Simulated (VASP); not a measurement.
A run of VASP 6.6.1:

File POSCAR:

```
Be4FeGe
1.0
    0.0000000000      2.9877280000      2.9877280000
    2.9877280000      0.0000000000      2.9877280000
    2.9877280000      2.9877280000      0.0000000000
Be Fe Ge
4 1 1
Direct
    0.3761503300      0.3761503300      0.3761503300
    0.8715490000      0.3761503300      0.3761503300
    0.3761503300      0.3761503300      0.8715490000
    0.3761503300      0.8715490000      0.3761503300
    0.7500000000      0.7500000000      0.7500000000
    0.0000000000      0.0000000000      0.0000000000
```

The input INCAR.step1:

```
PREC     = Accurate       # precision mode
ENCUT    = 600            # plane-wave cutoff, eV
ISMEAR   = 0              # smearing method
SIGMA    = 0.1            # smearing width, eV
LREAL    = F              # projectors in reciprocal space
LASPH    = T              # aspherical terms in the spheres
NELM     = 100            # most SCF steps
GGA      = PE             # functional
ALGO     = Normal         # electronic algorithm
EDIFF    = 1E-4           # SCF threshold, eV
LWAVE    = T              # write WAVECAR
LCHARG   = F              # write CHGCAR
```

INCAR.step2

```
PREC     = Accurate       # precision mode
ENCUT    = 600            # plane-wave cutoff, eV
EDIFF    = 1E-6           # SCF threshold, eV
ISMEAR   = 0              # smearing method
SIGMA    = 0.1            # smearing width, eV
LREAL    = F              # projectors in reciprocal space
LASPH    = T              # aspherical terms in the spheres
NELM     = 100            # most SCF steps
ALGO     = Normal         # electronic algorithm
ISIF     = 3              # what is computed and relaxed
LWAVE    = F              # write WAVECAR
LCHARG   = F              # write CHGCAR
METAGGA  = R2SCAN         # meta-GGA
LMIXTAU  = T            
IBRION   = 2              # ionic algorithm
NSW      = 100            # ionic steps
EDIFFG   = -0.005         # ionic threshold
ISTART   = 1
```

File KPOINTS:

```
Automatic mesh
0
Gamma
  10 10 10
```

Potentials or basis: VASP PAW PBE potentials, release 64 (Be, Fe, Ge_d).

Run with:

```bash
$ cat potpaw_PBE.64/Be/POTCAR potpaw_PBE.64/Fe/POTCAR potpaw_PBE.64/Ge_d/POTCAR > POTCAR
$ cp INCAR.step1 INCAR
$ mpirun -np 1 vasp_std > vasp.out
$ cp INCAR.step2 INCAR
$ mpirun -np 1 vasp_std > vasp.out
```

Hardware: 1 thread of Intel(R) Xeon(R) Platinum 8488C (Sapphire Rapids), on a shared host.

Question: How long does it take, and how much memory?

Answer: It took 7.5 min on 1 thread of Intel(R) Xeon(R) Platinum 8488C (Sapphire Rapids), on a shared host, peak memory 0.28 GiB. Counts: k points 47, ion steps 3.
